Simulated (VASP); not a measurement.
Here is a VASP 6.6.1 calculation.

INCAR

```
PREC = Accurate ; ENCUT = 520
EDIFF = 1E-7 ; ISMEAR = 0
SIGMA = 0.05 ; LREAL = False
LASPH = True ; NELM = 80
ALGO = Normal ; ISIF = 2
LWAVE = False ; LCHARG = True
GGA = PS ; LELF = True
LVHAR = True ; NBANDS = 16
```

Contents of KPOINTS:

```
regular mesh
0
Gamma
  9 9 6
```

POSCAR

```
MgO
1.0
    3.3783000000      0.0000000000      0.0000000000
   -1.6891500000      2.9256936216      0.0000000000
    0.0000000000      0.0000000000      4.3345000000
Mg O
2 2
Direct
    0.6666666667      0.3333333333      0.7500000000
    0.3333333333      0.6666666667      0.2500000000
    0.6666666667      0.3333333333      0.2500000000
    0.3333333333      0.6666666667      0.7500000000
```

Potentials or basis: VASP PAW PBE potentials, release 64 (Mg, O).

Run with:

```console
$ cat potpaw_PBE.64/Mg/POTCAR potpaw_PBE.64/O/POTCAR > POTCAR
$ mpirun -np 1 vasp_std > vasp.out
```

(1) What does it give for the band gap on the k mesh?

(2) What does it give for the pressure?

Answers

(1) 3.38 eV, direct.

(2) 5.4 GPa.

Caveat: the PAW data sets were made with another functional, which shifts forces and pressure a little.
